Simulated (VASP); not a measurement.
# Si2Ni (pbesol) (Fm-3m) in VASP: notebook

Runs on Si2Ni (pbesol). Level: PBEsol. Tasks: single point, relaxation of cell and atoms.

Everything below comes from runs of VASP 6.6.1. Logs are shortened: lines on timing, memory, paths and dates and some standing lists are left out, and cuts for length are marked.

**1. The cell of the first run**

Symmetry: Fm-3m, No. 225, cubic system. The conventional cell has a = 5.406 Å, b = 5.406 Å, c = 5.406 Å, α = 90.00°, β = 90.00°, γ = 90.00°. Within 3.1 Å of Si (site symmetry -43m) lie 4 Ni at 2.34 Å and 6 Si at 2.70 Å. Ni (site symmetry m-3m) has 8 Si at 2.34 Å within 3.1 Å.

**2. Single point, PBEsol**

INCAR reads:

```
SYSTEM = Si2Ni
PREC = Accurate
ENCUT = 600
EDIFF = 1E-6
ISMEAR = 0
SIGMA = 0.1
LREAL = .False.
LASPH = .True.
NELM = 120
ALGO = Normal
ISIF = 2
LWAVE = .False.
LCHARG = .False.
GGA = PS
NBANDS = 16
GGA_COMPAT = .False.
```

KPOINTS reads:

```
regular mesh
0
Gamma
  6 6 6
  0 0 0
```

POSCAR reads:

```
Si2Ni
1.0
    0.0000000000      2.7030000000      2.7030000000
    2.7030000000      0.0000000000      2.7030000000
    2.7030000000      2.7030000000      0.0000000000
Si Ni
2 1
Direct
    0.2500000000      0.2500000000      0.2500000000
    0.7500000000      0.7500000000      0.7500000000
    0.0000000000      0.0000000000      0.0000000000
```

Potentials or basis: VASP PAW PBE potentials, release 64 (Si, Ni).

Run with:

```
cat potpaw_PBE.64/Si/POTCAR potpaw_PBE.64/Ni/POTCAR > POTCAR
mpirun -np 1 vasp_std > vasp.out
```

OUTCAR:

```text
SYSTEM = Si2Ni
   PREC = Accurate
   ENCUT = 600
   EDIFF = 1E-6
   ISMEAR = 0
   LREAL = .False.
   LASPH = .True.
   NELM = 120
   ISIF = 2
   GGA = PS

 ion  position               nearest neighbor table
   1  0.250  0.250  0.250-   3 2.34   3 2.34   3 2.34   3 2.34   2 2.70   2 2.70   2 2.70   2 2.70
                             2 2.70   2 2.70
   2  0.750  0.750  0.750-   3 2.34   3 2.34   3 2.34   3 2.34   1 2.70   1 2.70   1 2.70   1 2.70
                             1 2.70   1 2.70
   3  0.000  0.000  0.000-   2 2.34   1 2.34   2 2.34   1 2.34   2 2.34   2 2.34   1 2.34   1 2.34

  LATTYP: Found a face centered cubic cell.
 ALAT       =     5.4060000000

  Lattice vectors:

 A1 = (   0.0000000000,   2.7030000000,   2.7030000000)
 A2 = (   2.7030000000,   0.0000000000,   2.7030000000)
 A3 = (   2.7030000000,   2.7030000000,   0.0000000000)

Analysis of symmetry for initial positions (statically):
=====================================================================
 Subroutine PRICEL returns:
 Original cell was already a primitive cell.

 Routine SETGRP: Setting up the symmetry group for a
 face centered cubic supercell.

 Subroutine GETGRP returns: Found 48 space group operations
[... 9 lines left out ...]

 Routine SETGRP: Setting up the symmetry group for a
 face centered cubic supercell.

 Subroutine GETGRP returns: Found 48 space group operations
[... 11 lines left out ...]
                                     Primitive cell

  volume of cell :      39.4974

  direct lattice vectors                    reciprocal lattice vectors
     0.000000000  2.703000000  2.703000000    -0.184979652  0.184979652  0.184979652
     2.703000000  0.000000000  2.703000000     0.184979652 -0.184979652  0.184979652
     2.703000000  2.703000000  0.000000000     0.184979652  0.184979652 -0.184979652

  length of vectors
     3.822619259  3.822619259  3.822619259     0.320394156  0.320394156  0.320394156

  position of ions in fractional coordinates (direct lattice)
     0.250000000  0.250000000  0.250000000
     0.750000000  0.750000000  0.750000000
     0.000000000  0.000000000  0.000000000

  ion indices of the primitive-cell ions
   primitive index   ion index
                 1           1
                 2           2
                 3           3

----------------------------------------------------------------------------------------

 KPOINTS: regular mesh

Automatic generation of k-mesh.
 Grid dimensions read from file:
 generate k-points for:    6    6    6

 Generating k-lattice:

  Cartesian coordinates                     Fractional coordinates (reciprocal lattice)
    -0.030829942  0.030829942  0.030829942     0.166666667  0.000000000  0.000000000
     0.030829942 -0.030829942  0.030829942     0.000000000  0.166666667  0.000000000
     0.030829942  0.030829942 -0.030829942     0.000000000  0.000000000  0.166666667

  Length of vectors
     0.053399026  0.053399026  0.053399026

  Shift w.r.t. Gamma in fractional coordinates (k-lattice)
     0.000000000  0.000000000  0.000000000

 Subroutine IBZKPT returns following result:
 ===========================================

 Found     16 irreducible k-points:

 Following reciprocal coordinates:
            Coordinates               Weight
  0.000000  0.000000  0.000000      1.000000
  0.166667  0.000000  0.000000      8.000000
  0.333333  0.000000  0.000000      8.000000
  0.500000  0.000000  0.000000      4.000000
  0.166667  0.166667  0.000000      6.000000
  0.333333  0.166667  0.000000     24.000000
[... 8 lines left out ...]
 -0.333333  0.333333  0.166667     24.000000
 -0.333333  0.500000  0.166667     12.000000
   k-points           NKPTS =     16   k-points in BZ     NKDIM =     16   number of bands    NBANDS=     16
   number of dos      NEDOS =    301   number of ions     NIONS =      3
   total plane-waves  NPLWV =  32768
   dimension x,y,z NGX =    32 NGY =   32 NGZ =   32
   dimension x,y,z NGXF=    64 NGYF=   64 NGZF=   64
   ions per type =               2   1
   NGX,Y,Z   is equivalent  to a cutoff of  13.92, 13.92, 13.92 a.u.
   NGXF,Y,Z  is equivalent  to a cutoff of  27.83, 27.83, 27.83 a.u.
 SYSTEM =  Si2Ni
   PREC   = accura    normal or accurate (medium, high low for compatibility)
   ISTART =      0    job   : 0-new  1-cont  2-samecut
   ICHARG =      2    charge: 1-file 2-atom 10-const
   ISPIN  =      1    spin polarized calculation?
   LNONCOLLINEAR =      F non collinear calculations
   LSORBIT =      F    spin-orbit coupling
   LASPH  =      T    aspherical Exc in radial PAW
   ENCUT  =  600.0 eV  44.10 Ry    6.64 a.u.   7.63  7.63  7.63*2*pi/ulx,y,z
   NELM   =    120;   NELMIN=  2; NELMDL= -5     # of ELM steps
   EDIFF  = 0.1E-05   stopping-criterion for ELM
   LREAL  =      F    real-space projection
   EDIFFG = 0.1E-04   stopping-criterion for IOM
   NSW    =      0    number of steps for IOM
   IBRION =     -1    ionic relax: 0-MD 1-quasi-New 2-CG
   NFREE  =      0    steps in history (QN), initial steepest desc. (CG)
   ISIF   =      2    stress and relaxation
   ISYM   =      2    0-nonsym 1-usesym 2-fastsym
   POTIM  = 0.5000    time-step for ionic-motion
   TEBEG  =    0.0;   TEEND  =   0.0 temperature during run
   PSTRESS=    0.0 pullay stress
   NELECT =      18.0000    total number of electrons
   NUPDOWN=      -1.0000    fix difference up-down
   EMIN   =  10.00;   EMAX   =-10.00  energy-range for DOS
   EFERMI =   0.00;   METHOD = LEGACY
   ISMEAR =     0;   SIGMA  =   0.10  broadening in eV -4-tet -1-fermi 0-gaus
   EFERMI_NEDOS =   21; number of points for ismear=-14 and -15
   IALGO  =     38    algorithm
   IMIX   =      4    mixing-type and parameters
     AMIX     =   0.40;   BMIX     =  1.00
     AMIX_MAG =   1.60;   BMIX_MAG =  1.00
  volume/ion in A,a.u.               =      13.17        88.85
  Fermi-wavevector in a.u.,A,eV,Ry     =   1.259823  2.380721 21.594550  1.587155
  Thomas-Fermi vector in A             =   2.393364
   LORBIT       =      0    0 simple, 1 ext, 2 COOP (PROOUT), +10 PAW based schemes
   GGA     = PS    functional components
   LHFCALC =     F    Hartree Fock is set to
   AEXX    =    0.0000 exact exchange contribution
   IVDW    =     0    specifies the selected vdW correction
   LEPSILON=     F    determine dielectric tensor
   LRPA    =     F    only Hartree local field effects (RPA)
 non-spin polarized calculation
 Gauss-broadening in eV      SIGMA  =   0.10
  energy-cutoff  :      600.00
  volume of cell :       39.50
 maximum number of plane-waves:      1363
 NGX is ok and might be reduce to    32
   NGX = 15   NGY = 15   NGZ = 15

 number of electron      18.0000004 magnetization

 Free energy of the ion-electron system (eV)
  ---------------------------------------------------
  ext. energy  EPLUGINS =         0.00000000
  ---------------------------------------------------
  free energy    TOTEN  =       -18.98019021 eV

  energy without entropy =      -18.97358272  energy(sigma->0) =      -18.97688646

 E-fermi :  10.4159     XC(G=0): -11.6983

 val. band max:       10.4128257923   @ k =   0.1667   0.1667   0.0000
 cond. band min:      10.6975857704   @ k =   0.3333   0.1667   0.0000
 fundamental gap:      0.2847599781
 Fermi energy:        10.4159095875

 k-point     1 :       0.0000    0.0000    0.0000
  band No.  band energies     occupation
      1      -3.4920      2.00000
      2       5.1597      2.00000
      3       5.1597      2.00000
      4       5.1597      2.00000
      5       6.8610      2.00000
      6       6.8610      2.00000
[... 8 lines left out ...]
     15      15.0703      0.00000
     16      15.0703      0.00000

 k-point     2 :       0.1667    0.0000    0.0000
  band No.  band energies     occupation
      1      -3.0813      2.00000
      2       4.3617      2.00000
      3       5.2825      2.00000
      4       5.2825      2.00000
      5       6.7990      2.00000
      6       6.7990      2.00000
[... 8 lines left out ...]
     15      14.7717      0.00000
     16      15.2941      0.00000

 k-point     3 :       0.3333    0.0000    0.0000
  band No.  band energies     occupation
      1      -1.8801      2.00000
      2       2.3767      2.00000
      3       5.5061      2.00000
      4       5.5061      2.00000
      5       6.8356      2.00000
      6       6.8356      2.00000
[... 8 lines left out ...]
     15      17.1115      0.00000
     16      17.7736      0.00000

 k-point     4 :       0.5000    0.0000    0.0000
  band No.  band energies     occupation
      1      -0.2490      2.00000
      2       0.3393      2.00000
      3       5.5801      2.00000
      4       5.5801      2.00000
      5       6.6433      2.00000
      6       7.0429      2.00000
[... 8 lines left out ...]
     15      19.5487      0.00000
     16      20.3200      0.00000

 k-point     5 :       0.1667    0.1667    0.0000
  band No.  band energies     occupation
      1      -2.9445      2.00000
      2       4.4697      2.00000
      3       5.2164      2.00000
      4       5.2164      2.00000
      5       6.4910      2.00000
      6       6.9599      2.00000
[... 8 lines left out ...]
     15      16.1704      0.00000
     16      16.1704      0.00000

 k-point     6 :       0.3333    0.1667    0.0000
  band No.  band energies     occupation
      1      -2.0071      2.00000
      2       3.2125      2.00000
      3       5.3657      2.00000
      4       5.3772      2.00000
      5       6.1330      2.00000
      6       7.0425      2.00000
[... 8 lines left out ...]
     15      18.3904      0.00000
     16      18.6367      0.00000
[... 115 lines left out ...]
 k-point    13 :       0.5000    0.5000    0.0000
  band No.  band energies     occupation
      1       0.5209      2.00000
      2       2.2989      2.00000
      3       3.0665      2.00000
      4       5.8357      2.00000
      5       5.8357      2.00000
      6       6.7609      2.00000
[... 8 lines left out ...]
     15      20.1593      0.00000
     16      21.4068      0.00000

 k-point    14 :       0.5000    0.3333    0.1667
  band No.  band energies     occupation
      1      -0.8475      2.00000
      2       2.5026      2.00000
      3       4.5337      2.00000
      4       5.1304      2.00000
      5       5.9873      2.00000
      6       6.7033      2.00000
[... 8 lines left out ...]
     15      18.9406      0.00000
     16      19.6308      0.00000

 k-point    15 :      -0.3333    0.3333    0.1667
  band No.  band energies     occupation
      1       0.7597      2.00000
      2       1.0512      2.00000
      3       4.2428      2.00000
      4       4.3614      2.00000
      5       6.2483      2.00000
      6       6.7274      2.00000
[... 8 lines left out ...]
     15      17.6637      0.00000
     16      21.4332      0.00000

 k-point    16 :      -0.3333    0.5000    0.1667
  band No.  band energies     occupation
      1       0.9476      2.00000
      2       2.1000      2.00000
      3       2.8050      2.00000
      4       4.2936      2.00000
      5       6.4185      2.00000
      6       6.7267      2.00000
[... 8 lines left out ...]
     15      19.8550      0.00000
     16      21.1586      0.00000

------------------------ aborting loop because EDIFF is reached ----------------------------------------

  FORCE on cell =-STRESS in cart. coord.  units (eV):
  Direction    XX          YY          ZZ          XY          YZ          ZX
  --------------------------------------------------------------------------------------
  -------------------------------------------------------------------------------------
  Total       -0.1500695     -0.1500695     -0.1500695      0.0000000      0.0000000     -0.0000000
  in kB       -6.0874444     -6.0874444     -6.0874444      0.0000000      0.0000000     -0.0000000
  external PRESSURE =      -6.0874444 kB  Pullay stress =       0.0000000 kB

 VOLUME and BASIS-vectors are now :
 -----------------------------------------------------------------------------
  energy-cutoff  :      600.00
  volume of cell :       39.50
      direct lattice vectors                 reciprocal lattice vectors
     0.000000000  2.703000000  2.703000000    -0.184979652  0.184979652  0.184979652
     2.703000000  0.000000000  2.703000000     0.184979652 -0.184979652  0.184979652
     2.703000000  2.703000000  0.000000000     0.184979652  0.184979652 -0.184979652

 POSITION                                       TOTAL-FORCE (eV/Angst)
 -----------------------------------------------------------------------------------
      1.35150      1.35150      1.35150         0.000000      0.000000      0.000000
      4.05450      4.05450      4.05450        -0.000000     -0.000000     -0.000000
      0.00000      0.00000      0.00000        -0.000000     -0.000000     -0.000000
 -----------------------------------------------------------------------------------
    total drift:                                0.000000     -0.000000      0.000000

  FREE ENERGIE OF THE ION-ELECTRON SYSTEM (eV)
  ---------------------------------------------------
  free  energy   TOTEN  =       -18.9801902088 eV

  energy  without entropy=      -18.9735827196  energy(sigma->0) =      -18.97688646
```

Wall time 14 s (1 thread of Intel Xeon 6975P-C, shared host); peak memory 0.18 GiB.

What came out:

* Free energy: -18.9802 eV
* Pressure: -0.6 GPa
* Band gap on the k mesh: zero (band 9 reaches 12.09 eV, above the bottom of band 10 at 9.96 eV)

Levels at points of the mesh, in eV from the Fermi level:
| k point | band 7 | band 8 | band 9 | band 10 | band 11 | band 12 |
| --- | --- | --- | --- | --- | --- | --- |
| (0.00, 0.00, 0.00) | -0.32 | 1.67 | 1.67 | 1.67 | 2.20 | 2.20 |
| (0.50, 0.00, 0.00) | -3.37 | -1.49 | -1.49 | 1.69 | 1.77 | 1.77 |
| (0.50, 0.50, 0.00) | -3.66 | -3.49 | -3.15 | -0.45 | 1.30 | 7.71 |

Caveat: the PAW data sets were made with another functional, which shifts forces and pressure a little.

(Continued in part 2 of 2.)
